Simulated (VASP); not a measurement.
Input of a VASP 6.6.1 run:

INCAR

```
PREC = Accurate
ENCUT = 520
EDIFF = 1E-6
ISMEAR = -1
SIGMA = 0.05
LREAL = False
LASPH = True
NELM = 80
ALGO = Normal
ISIF = 2
LWAVE = False
LCHARG = True
GGA = PS
LELF = True
LVHAR = True
NBANDS = 37
```

The input KPOINTS:

```
Automatic mesh
0
Gamma
  6 6 6
```

The input POSCAR:

```
Ta4C3
1.0
    4.3545355169      0.0000000000      0.0000000000
    0.0000000000      4.3545355169      0.0000000000
    0.0000000000      0.0000000000      4.3545355169
Ta C
4 3
Direct
    0.0000000000      0.0000000000      0.0000000000
    0.5000000000      0.5000000000      0.0000000000
    0.5000000000      0.0000000000      0.5000000000
    0.0000000000      0.5000000000      0.5000000000
    0.0000000000      0.0000000000      0.5000000000
    0.0000000000      0.5000000000      0.0000000000
    0.5000000000      0.0000000000      0.0000000000
```

Potentials or basis: VASP PAW PBE potentials, release 64 (Ta_pv, C).

Command:

```sh
$ cat potpaw_PBE.64/Ta_pv/POTCAR potpaw_PBE.64/C/POTCAR > POTCAR
$ mpirun -np 1 vasp_std > vasp.out
```

Question: What does it give for the band gap on the k mesh?

Answer: Zero (band 28 reaches 7.88 eV, above the bottom of band 29 at 6.65 eV).

Question: What does it give for the pressure?

Answer: 11.7 GPa.

Caveat: the PAW data sets were made with another functional, which shifts forces and pressure a little; spin-orbit coupling is left out, which moves the levels of the heavy elements.
